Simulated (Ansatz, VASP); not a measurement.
ZnH6O in VASP and in Ansatz

```
Zn O H
1.0
    10.50000    0.00000    0.00000
     0.00000   11.40000    0.00000
     0.00000    0.00000   11.80000
Zn O H
1 1 6
Cartesian
  5.2500 4.1928 6.5838
  5.2500 7.2699 4.4394
  4.1253 5.2571 5.9246
  6.3747 5.2571 5.9246
  5.2500 2.9227 7.3725
  4.4803 7.8514 4.5522
  6.0197 7.8514 4.5522
  5.2500 5.5471 5.7390
```

Alike in both runs: functional PBEsol; k mesh 1 × 1 × 1; occupations gaussian, width 0.05 eV; no spin polarisation.

Ansatz relaxed the structure, and its values are those at the end. VASP's run is a single point on that final structure, the one shown.

|  | VASP | Ansatz |
| --- | --- | --- |
| version | VASP 6.6.1 | Ansatz 0.2.0 |
| potentials or method | VASP PAW PBE potentials, release 64 (Zn, O_h, H_h), cutoff 1000 eV | scalar-relativistic, plane waves, PAW |
| valence electrons in the cell | 24 | 24 |

|  | VASP | Ansatz | Ansatz less VASP |
| --- | --- | --- | --- |
| gap on the k mesh at the Fermi level (eV) | 4.29 | 4.28 | -0.009 |
| rms of the force components (eV/Å) | 0.014 | 0.007 | -0.0073 |

VASP's potentials were made for PBE, not for PBEsol. The functional is the same, so the differences come from potentials, cutoffs and numerics. Ansatz's warnings: xc potential rough in thin density.
